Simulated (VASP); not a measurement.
# MoS2 in VASP: single point with PBEsol

Aim: the single point of MoS2 with PBEsol.

All numbers are computed with VASP 6.6.1; they aren't measurements. Logs are shortened: lines on timing, memory, paths and dates and some standing lists are left out, and cuts for length are marked.

### Step 1. The cell of the first run

The cell holds a sheet with vacuum, 3 atoms: a = 3.192 Å, b = 3.168 Å, c = 30.060 Å, α = 90.00°, β = 90.00°, γ = 120.25°.

### Step 2. Single point, PBEsol

Input file INCAR:

```
SYSTEM = MoS2
PREC = Accurate
ENCUT = 400
EDIFF = 1E-6
ISMEAR = 0
SIGMA = 0.02
LREAL = .FALSE.
LASPH = .TRUE.
NELM = 120
ALGO = Normal
ISIF = 2
LWAVE = .FALSE.
LCHARG = .FALSE.
LDIPOL = .TRUE.
IDIPOL = 3
DIPOL = 0.5 0.5 0.351
GGA = PS
NBANDS = 20
GGA_COMPAT = .FALSE.
NELMDL = -8
```

Input file KPOINTS:

```
Automatic mesh
0
G
  12 12 1
  0 0 0
```

Input file POSCAR:

```
MoS2
1.0
    3.1916000000      0.0000000000      0.0000000000
   -1.5958000000      2.7366402760      0.0000000000
    0.0000000000      0.0000000000     30.0600000012
S Mo
2 1
Direct
    0.6668601229      0.3337202458      0.3000225328
    0.6668601229      0.3337202458      0.4029049455
    0.3329464209      0.6658928418      0.3514637392
```

Potentials or basis: VASP PAW PBE potentials, release 64 (S, Mo_sv).

The run is started by

```console
cat potpaw_PBE.64/S/POTCAR potpaw_PBE.64/Mo_sv/POTCAR > POTCAR
mpirun -np 1 vasp_std > vasp.out
```

OUTCAR:

```text
SYSTEM = MoS2
   PREC = Accurate
   ENCUT = 400
   EDIFF = 1E-6
   ISMEAR = 0
   LREAL = .FALSE.
   LASPH = .TRUE.
   NELM = 120
   ISIF = 2
   GGA = PS
   NELMDL = -8

 ion  position               nearest neighbor table
   1  0.667  0.334  0.300-   3 2.39   3 2.40   3 2.40
   2  0.667  0.334  0.403-   3 2.39   3 2.40   3 2.40
   3  0.333  0.666  0.351-   2 2.39   1 2.39   2 2.40   2 2.40   1 2.40   1 2.40

  Warning from LATTYP: Monoclinic adjustment (A1->A3, A2->A1, A3->A2)!
  LATTYP: Found a base centered orthorhombic cell.
 ALAT       =     3.1916000000
 B/A-ratio  =     1.7149017897
 C/A-ratio  =     9.4184734933

  Lattice vectors:

 A1 = (   1.5958000000,  -2.7366402760,   0.0000000000)
 A2 = (   1.5958000000,   2.7366402760,   0.0000000000)
 A3 = (   0.0000000000,   0.0000000000,  30.0600000012)

Analysis of symmetry for initial positions (statically):
=====================================================================
 Subroutine PRICEL returns:
 Original cell was already a primitive cell.

 Routine SETGRP: Setting up the symmetry group for a
 base centered orthorhombic supercell.

 Subroutine GETGRP returns: Found  4 space group operations
 (whereof  2 operations were pure point group operations)
 out of a pool of  8 trial point group operations.

The static configuration has the point symmetry C_1h.
 The point group associated with its full space group is C_2v.

Analysis of symmetry for dynamics (positions and initial velocities):
=====================================================================
 Subroutine PRICEL returns:
 Original cell was already a primitive cell.

 Routine SETGRP: Setting up the symmetry group for a
 base centered orthorhombic supercell.

 Subroutine GETGRP returns: Found  4 space group operations
 (whereof  2 operations were pure point group operations)
 out of a pool of  8 trial point group operations.

The dynamic configuration has the point symmetry C_1h.
 The point group associated with its full space group is C_2v.

 Subroutine INISYM returns: Found  4 space group operations
 (whereof  2 operations are pure point group operations),
 and found     1 'primitive' translations

----------------------------------------------------------------------------------------

                                     Primitive cell

[... 95 lines left out ...]
   NSW    =      0    number of steps for IOM
   IBRION =     -1    ionic relax: 0-MD 1-quasi-New 2-CG
   NFREE  =      0    steps in history (QN), initial steepest desc. (CG)
   ISIF   =      2    stress and relaxation
   ISYM   =      2    0-nonsym 1-usesym 2-fastsym
   POTIM  = 0.5000    time-step for ionic-motion
   TEBEG  =    0.0;   TEEND  =   0.0 temperature during run
   PSTRESS=    0.0 pullay stress
   NELECT =      26.0000    total number of electrons
   NUPDOWN=      -1.0000    fix difference up-down
   EMIN   =  10.00;   EMAX   =-10.00  energy-range for DOS
   EFERMI =   0.00;   METHOD = LEGACY
   ISMEAR =     0;   SIGMA  =   0.02  broadening in eV -4-tet -1-fermi 0-gaus
   EFERMI_NEDOS =   21; number of points for ismear=-14 and -15
   IALGO  =     38    algorithm
   IMIX   =      4    mixing-type and parameters
     AMIX     =   0.40;   BMIX     =  1.00
     AMIX_MAG =   1.60;   BMIX_MAG =  1.00
  volume/ion in A,a.u.               =      87.52       590.60
  Fermi-wavevector in a.u.,A,eV,Ry     =   0.757404  1.431286  7.805128  0.573661
  Thomas-Fermi vector in A             =   1.855742
   LORBIT       =      0    0 simple, 1 ext, 2 COOP (PROOUT), +10 PAW based schemes
   GGA     = PS    functional components
   LHFCALC =     F    Hartree Fock is set to
   AEXX    =    0.0000 exact exchange contribution
   IVDW    =     0    specifies the selected vdW correction
   LEPSILON=     F    determine dielectric tensor
   LRPA    =     F    only Hartree local field effects (RPA)
 non-spin polarized calculation
 Gauss-broadening in eV      SIGMA  =   0.02
  energy-cutoff  :      400.00
  volume of cell :      262.55
 maximum number of plane-waves:      4827
 NGX is ok and might be reduce to    24
   NGX = 11   NGY = 11   NGZ = 99

 dipolmoment           0.000000      0.000000     -0.000006 electrons x Angstroem

 number of electron      26.0000000 magnetization

 dipolmoment           0.000000      0.000000      0.000004 electrons x Angstroem

 Free energy of the ion-electron system (eV)
  ---------------------------------------------------
  ext. energy  EPLUGINS =         0.00000000
  ---------------------------------------------------
  free energy    TOTEN  =       -23.41055554 eV

  energy without entropy =      -23.41055554  energy(sigma->0) =      -23.41055554

 E-fermi :  -3.2429     XC(G=0):  -2.5722

 val. band max:       -3.3304864202   @ k =   0.0000   0.0000   0.0000
 cond. band min:      -1.7222479085   @ k =   0.3333   0.3333   0.0000
 fundamental gap:      1.6082385117
 Fermi energy:        -3.2428530673

 k-point     1 :       0.0000    0.0000    0.0000
  band No.  band energies     occupation
      1     -64.1078      2.00000
      2     -38.2985      2.00000
      3     -38.0870      2.00000
      4     -38.0710      2.00000
      5     -17.5084      2.00000
      6     -16.1289      2.00000
[... 541 lines left out ...]
     19       5.8290      0.00000
     20       5.8382      0.00000

 [... further k-points ...]

------------------------ aborting loop because EDIFF is reached ----------------------------------------

 vacuum level on the upper side and lower side of the slab       (xc-potential included)        -0.008        -0.008

  FORCE on cell =-STRESS in cart. coord.  units (eV):
  Direction    XX          YY          ZZ          XY          YZ          ZX
  --------------------------------------------------------------------------------------
  -------------------------------------------------------------------------------------
  Total       -1.3683450     -0.8344405     -0.0992328      0.0000000      0.0000000      0.0000000
  in kB       -8.3500878     -5.0920281     -0.6055507      0.0000000      0.0000000      0.0000000
  external PRESSURE =      -4.6825555 kB  Pullay stress =       0.0000000 kB

 VOLUME and BASIS-vectors are now :
 -----------------------------------------------------------------------------
  energy-cutoff  :      400.00
  volume of cell :      262.55
      direct lattice vectors                 reciprocal lattice vectors
     3.191600000  0.000000000  0.000000000     0.313322471  0.182705781  0.000000000
    -1.595800000  2.736640276  0.000000000     0.000000000  0.365411563  0.000000000
     0.000000000  0.000000000 30.060000001     0.000000000  0.000000000  0.033266800

 POSITION                                       TOTAL-FORCE (eV/Angst)
 -----------------------------------------------------------------------------------
      1.59580      0.91327      9.01868         0.000000      0.000355     -0.004535
      1.59580      0.91327     12.11132         0.000000      0.000355      0.004535
      0.00000      1.82231     10.56500        -0.000000     -0.000709      0.000000
 -----------------------------------------------------------------------------------
    total drift:                               -0.000000     -0.000075      0.000021

  FREE ENERGIE OF THE ION-ELECTRON SYSTEM (eV)
  ---------------------------------------------------
  free  energy   TOTEN  =       -23.4105555387 eV

  energy  without entropy=      -23.4105555387  energy(sigma->0) =      -23.41055554

 vacuum level on the upper side and lower side of the slab         2.584         2.584
```

It took 3.1 min on 1 thread of Intel Xeon Platinum 8488C (Sapphire Rapids), shared host; peak memory 0.37 GiB.

What came out:

```
Free energy            : -23.4106 eV
Largest force          : 0.005 eV/Å
Band gap on the k mesh : 1.61 eV, indirect (least direct gap 1.68 eV)
```

Forces on the atoms (eV/Å):
```
S    0.000  0.000 -0.005
S    0.000  0.000  0.005
Mo   0.000 -0.001  0.000
```

Caveat: the PAW data sets were made with another functional, which shifts forces and pressure a little.
